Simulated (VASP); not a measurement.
# GaSb (F-43m) in VASP: single point with PBE

Aim: the single point of GaSb with PBE.

Program: VASP 6.6.1. These are calculated values, not measurements. Logs are shortened: lines on timing, memory, paths and dates and some standing lists are left out, and cuts for length are marked.

**1. The cell of the first run**

Symmetry: F-43m, No. 216, cubic system. Conventional cell: a = 6.118 Å, b = 6.118 Å, c = 6.118 Å, α = 90.00°, β = 90.00°, γ = 90.00°. Within 3.5 Å of Ga (site symmetry -43m) lie 4 Sb at 2.65 Å. Sb (site symmetry -43m) has 4 Ga at 2.65 Å within 3.5 Å.

**2. Single point, PBE**

File INCAR:

```
SYSTEM = GaSb
PREC = Accurate
ENCUT = 500
EDIFF = 1E-6
ISMEAR = 0
SIGMA = 0.01
LREAL = .FALSE.
LASPH = .TRUE.
NELM = 120
ALGO = Normal
ISIF = 2
LWAVE = .FALSE.
LCHARG = .FALSE.
GGA = PE
NBANDS = 16
GGA_COMPAT = .FALSE.
```

File KPOINTS:

```
Automatic mesh
0
G
  4 4 4
  0 0 0
```

File POSCAR:

```
GaSb
1.0
    0.0000000000      3.0590000000      3.0590000000
    3.0590000000      0.0000000000      3.0590000000
    3.0590000000      3.0590000000      0.0000000000
Ga Sb
1 1
Direct
    0.0000000000      0.0000000000      0.0000000000
    0.2500000000      0.2500000000      0.2500000000
```

Potentials or basis: VASP PAW PBE potentials, release 64 (Ga_d, Sb).

On the command line:

```console
> cat potpaw_PBE.64/Ga_d/POTCAR potpaw_PBE.64/Sb/POTCAR > POTCAR
> mpirun -np 1 vasp_std > vasp.out
```

OUTCAR:

```text
SYSTEM = GaSb
   PREC = Accurate
   ENCUT = 500
   EDIFF = 1E-6
   ISMEAR = 0
   LREAL = .FALSE.
   LASPH = .TRUE.
   NELM = 120
   ISIF = 2
   GGA = PE

 ion  position               nearest neighbor table
   1  0.000  0.000  0.000-   2 2.65   2 2.65   2 2.65   2 2.65
   2  0.250  0.250  0.250-   1 2.65   1 2.65   1 2.65   1 2.65

  LATTYP: Found a face centered cubic cell.
 ALAT       =     6.1180000000

  Lattice vectors:

 A1 = (   0.0000000000,   3.0590000000,   3.0590000000)
 A2 = (   3.0590000000,   0.0000000000,   3.0590000000)
 A3 = (   3.0590000000,   3.0590000000,   0.0000000000)

Analysis of symmetry for initial positions (statically):
=====================================================================
 Subroutine PRICEL returns:
 Original cell was already a primitive cell.

 Routine SETGRP: Setting up the symmetry group for a
 face centered cubic supercell.

 Subroutine GETGRP returns: Found 24 space group operations
 (whereof 24 operations were pure point group operations)
 out of a pool of 48 trial point group operations.

The static configuration has the point symmetry T_d .

Analysis of symmetry for dynamics (positions and initial velocities):
=====================================================================
 Subroutine PRICEL returns:
 Original cell was already a primitive cell.

 Routine SETGRP: Setting up the symmetry group for a
 face centered cubic supercell.

 Subroutine GETGRP returns: Found 24 space group operations
 (whereof 24 operations were pure point group operations)
 out of a pool of 48 trial point group operations.

The dynamic configuration has the point symmetry T_d .

 Subroutine INISYM returns: Found 24 space group operations
 (whereof 24 operations are pure point group operations),
 and found     1 'primitive' translations

----------------------------------------------------------------------------------------

                                     Primitive cell

  volume of cell :      57.2491

  direct lattice vectors                    reciprocal lattice vectors
     0.000000000  3.059000000  3.059000000    -0.163452109  0.163452109  0.163452109
     3.059000000  0.000000000  3.059000000     0.163452109 -0.163452109  0.163452109
     3.059000000  3.059000000  0.000000000     0.163452109  0.163452109 -0.163452109

  length of vectors
     4.326079287  4.326079287  4.326079287     0.283107357  0.283107357  0.283107357

[... 53 lines left out ...]
 SYSTEM =  GaSb
   PREC   = accura    normal or accurate (medium, high low for compatibility)
   ISTART =      0    job   : 0-new  1-cont  2-samecut
   ICHARG =      2    charge: 1-file 2-atom 10-const
   ISPIN  =      1    spin polarized calculation?
   LNONCOLLINEAR =      F non collinear calculations
   LSORBIT =      F    spin-orbit coupling
   LASPH  =      T    aspherical Exc in radial PAW
   ENCUT  =  500.0 eV  36.75 Ry    6.06 a.u.   7.89  7.89  7.89*2*pi/ulx,y,z
   NELM   =    120;   NELMIN=  2; NELMDL= -5     # of ELM steps
   EDIFF  = 0.1E-05   stopping-criterion for ELM
   LREAL  =      F    real-space projection
[... 7 lines left out ...]
   TEBEG  =    0.0;   TEEND  =   0.0 temperature during run
   PSTRESS=    0.0 pullay stress
   NELECT =      18.0000    total number of electrons
   NUPDOWN=      -1.0000    fix difference up-down
   EMIN   =  10.00;   EMAX   =-10.00  energy-range for DOS
   EFERMI =   0.00;   METHOD = LEGACY
   ISMEAR =     0;   SIGMA  =   0.01  broadening in eV -4-tet -1-fermi 0-gaus
   EFERMI_NEDOS =   21; number of points for ismear=-14 and -15
   IALGO  =     38    algorithm
   IMIX   =      4    mixing-type and parameters
     AMIX     =   0.40;   BMIX     =  1.00
     AMIX_MAG =   1.60;   BMIX_MAG =  1.00
  volume/ion in A,a.u.               =      28.62       193.17
  Fermi-wavevector in a.u.,A,eV,Ry     =   1.113208  2.103657 16.860766  1.239231
  Thomas-Fermi vector in A             =   2.249790
   LORBIT       =      0    0 simple, 1 ext, 2 COOP (PROOUT), +10 PAW based schemes
   GGA     = PE    functional components
   LHFCALC =     F    Hartree Fock is set to
   AEXX    =    0.0000 exact exchange contribution
   IVDW    =     0    specifies the selected vdW correction
   LEPSILON=     F    determine dielectric tensor
   LRPA    =     F    only Hartree local field effects (RPA)
 non-spin polarized calculation
 Gauss-broadening in eV      SIGMA  =   0.01
  energy-cutoff  :      500.00
  volume of cell :       57.25
 maximum number of plane-waves:      1475
   NGX = 15   NGY = 15   NGZ = 15

 number of electron      17.9999986 magnetization

 Free energy of the ion-electron system (eV)
  ---------------------------------------------------
  ext. energy  EPLUGINS =         0.00000000
  ---------------------------------------------------
  free energy    TOTEN  =        -7.15498932 eV

  energy without entropy =       -7.15495071  energy(sigma->0) =       -7.15497001

 E-fermi :   4.9265     XC(G=0):  -9.0592

 val. band max:        4.9105826544   @ k =   0.0000   0.0000   0.0000
 cond. band min:       4.9391850064   @ k =   0.0000   0.0000   0.0000
 fundamental gap:      0.0286023520
 Fermi energy:         4.9265064325

 k-point     1 :       0.0000    0.0000    0.0000
  band No.  band energies     occupation
      1     -10.1690      2.00000
      2     -10.1690      2.00000
      3     -10.1690      2.00000
      4     -10.1204      2.00000
      5     -10.1204      2.00000
      6      -6.5669      2.00000
[... 129 lines left out ...]
      3     -10.1463      2.00000
      4     -10.1263      2.00000
      5     -10.1199      2.00000
      6      -4.0551      2.00000
[... 8 lines left out ...]
     15      14.9216      0.00000
     16      16.2931      0.00000

------------------------ aborting loop because EDIFF is reached ----------------------------------------

  FORCE on cell =-STRESS in cart. coord.  units (eV):
  Direction    XX          YY          ZZ          XY          YZ          ZX
  --------------------------------------------------------------------------------------
  -------------------------------------------------------------------------------------
  Total        0.9268869      0.9268869      0.9268869     -0.0000000     -0.0000000      0.0000000
  in kB       25.9399365     25.9399365     25.9399365     -0.0000000     -0.0000000      0.0000000
  external PRESSURE =      25.9399365 kB  Pullay stress =       0.0000000 kB

 VOLUME and BASIS-vectors are now :
 -----------------------------------------------------------------------------
  energy-cutoff  :      500.00
  volume of cell :       57.25
      direct lattice vectors                 reciprocal lattice vectors
     0.000000000  3.059000000  3.059000000    -0.163452109  0.163452109  0.163452109
     3.059000000  0.000000000  3.059000000     0.163452109 -0.163452109  0.163452109
     3.059000000  3.059000000  0.000000000     0.163452109  0.163452109 -0.163452109

 POSITION                                       TOTAL-FORCE (eV/Angst)
 -----------------------------------------------------------------------------------
      0.00000      0.00000      0.00000        -0.000000      0.000000      0.000000
      1.52950      1.52950      1.52950         0.000000     -0.000000     -0.000000
 -----------------------------------------------------------------------------------
    total drift:                                0.000000      0.000000      0.000000

  FREE ENERGIE OF THE ION-ELECTRON SYSTEM (eV)
  ---------------------------------------------------
  free  energy   TOTEN  =        -7.1549893209 eV

  energy  without entropy=       -7.1549507083  energy(sigma->0) =       -7.15497001
```

stdout:

```text
POSCAR found type information on POSCAR GaSb
 POSCAR found :  2 types and       2 ions
 scaLAPACK will be used
 LDA part: xc-table for (Slater+PW92), standard interpolation
 POSCAR, INCAR and KPOINTS ok, starting setup
 FFT: planning ... GRIDC
 FFT: planning ... GRID_SOFT
 FFT: planning ... GRID
 WAVECAR not read
 entering main loop
```

Run time: 9 s. Hardware: 1 thread of Intel Xeon 6975P-C (Granite Rapids), shared host; peak memory 0.17 GiB.

What came out:

- Free energy: -7.1550 eV
- Pressure: 2.6 GPa
- Band gap on the k mesh: 0.03 eV, direct

Levels at points of the mesh, in eV from the valence-band top:
| k point | band 5 | band 6 | band 7 | band 8 | band 9 | band 10 | band 11 | band 12 | band 13 | band 14 |
| --- | --- | --- | --- | --- | --- | --- | --- | --- | --- | --- |
| (0.00, 0.00, 0.00) | -15.03 | -11.48 | 0.00 | 0.00 | 0.00 | 0.03 | 2.75 | 2.75 | 2.75 | 5.82 |
| (0.50, 0.00, 0.00) | -15.03 | -9.85 | -6.38 | -1.16 | -1.16 | 0.39 | 3.73 | 3.73 | 6.47 | 9.38 |
| (0.50, 0.50, 0.00) | -15.03 | -9.01 | -6.83 | -2.58 | -2.58 | 0.90 | 1.24 | 8.67 | 8.67 | 10.08 |

Caveat: the k points lie up to 0.44 Å⁻¹ apart; spin-orbit coupling is left out, which moves the levels of the heavy elements.
